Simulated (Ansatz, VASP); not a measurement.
GaAs: VASP beside Ansatz

File INCAR:

```
PREC = Accurate ; ENCUT = 520
EDIFF = 1E-6 ; ISMEAR = 0
SIGMA = 0.01 ; LREAL = False
LASPH = True ; NELM = 60
ALGO = Normal ; ISIF = 2
LWAVE = False ; LCHARG = True
GGA = PS ; LELF = True
LVHAR = True ; NBANDS = 26
```

KPOINTS

```
regular mesh
0
Gamma
  10 10 6
```

POSCAR

```
GaAs
1.0
    2.8289764104      2.8289764104      0.0000000000
   -2.8289764104      2.8289764104      0.0000000000
    0.0000000000      0.0000000000      5.9974299901
Ga As
2 2
Direct
    0.0000000000      0.0000000000      0.0000000000
    0.5000000000      0.5000000000      0.5000000000
    0.5000000000      0.0000000000      0.7500000000
    0.0000000000      0.5000000000      0.2500000000
```

Input for Ansatz:

```yaml
crystal:
  lattice:
    - [2.8289764104, 2.8289764104, 0.0]
    - [-2.8289764104, 2.8289764104, 0.0]
    - [0.0, 0.0, 5.9974299901]
  atoms:
    - { symbol: Ga, position: [0.0, 0.0, 0.0] }
    - { symbol: Ga, position: [0.5, 0.5, 0.5] }
    - { symbol: As, position: [0.5, 0.0, 0.75] }
    - { symbol: As, position: [0.0, 0.5, 0.25] }
basis:
  ecutwfc: 420
kpoints:
  mp_grid: { grid: [10, 10, 6] }
hamiltonian:
  xc: pbesol
scf:
  occupations: { method: gaussian, width: 0.01 }
output:
  forces: true
  stress: true
  eigenvalues: true
```

Change from the starting cell: strain along c alone, the other axes held, atoms relaxed: +6.0 %.

Alike in both runs: task single point; functional PBEsol; k mesh 10 × 10 × 6; occupations gaussian, width 0.01 eV; no spin polarisation.

|  | VASP | Ansatz |
| --- | --- | --- |
| version | VASP 6.6.1 | Ansatz 0.2.0 |
| potentials or method | VASP PAW PBE potentials, release 64 (Ga_d, As), cutoff 520 eV | scalar-relativistic, plane waves, PAW |
| valence electrons in the cell | 36 | 56 |

```tsv
	VASP	Ansatz	Ansatz less VASP
gap on the k mesh at the Fermi level (eV)	none	none	-
pressure (GPa)	-3.4	-3.5	-0.12
traceless stress, the component that is largest in VASP (GPa)	-2.52	-2.51	+0.003
```

VASP's potentials were made for PBE, not for PBEsol. A gap of «none» marks a metal or a gap that the smearing closes. VASP's potentials hold 36 valence electrons a cell and Ansatz's 56, so a difference there can come from the potentials and not from the codes.
